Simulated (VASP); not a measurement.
## KI: single point with PBE

KI:

```
K I
1.0
     0.00000    3.96589    3.96589
     3.96589    0.00000    3.96589
     3.96589    3.96589    0.00000
K I
1 1
Direct
  0.00000 0.00000 0.00000
  0.25000 0.25000 0.25000
```

```json
{
  "Program": "VASP 6.6.1",
  "Task": "single point",
  "Functional": "PBE",
  "Potentials or basis": "VASP PAW PBE potentials, release 64 (K_sv, I)",
  "Cutoff": "500 eV",
  "k mesh": "4 × 4 × 4",
  "Occupations": "gaussian, width 0.05 eV",
  "Spin": "no spin polarisation"
}
```

The pressure is 0.2 GPa and the band gap on the k mesh is 3.93 eV.

Levels at points of the mesh, in eV from the valence-band top:
```tsv
k point	band 6	band 7	band 8	band 9	band 10	band 11
(0.00, 0.00, 0.00)	0.00	0.00	0.00	3.93	7.54	7.54
(0.50, 0.00, 0.00)	-0.46	-0.01	-0.01	5.66	6.50	7.12
(0.50, 0.50, 0.00)	-0.48	-0.06	-0.06	5.29	6.25	7.91
```

It took 29 s on 1 thread of Intel(R) Xeon(R) Platinum 8375C CPU @ 2.90GHz (Ice Lake), with other jobs on the host, peak memory 0.25 GiB.

Caveat: spin-orbit coupling is left out, which moves the levels of the heavy elements.
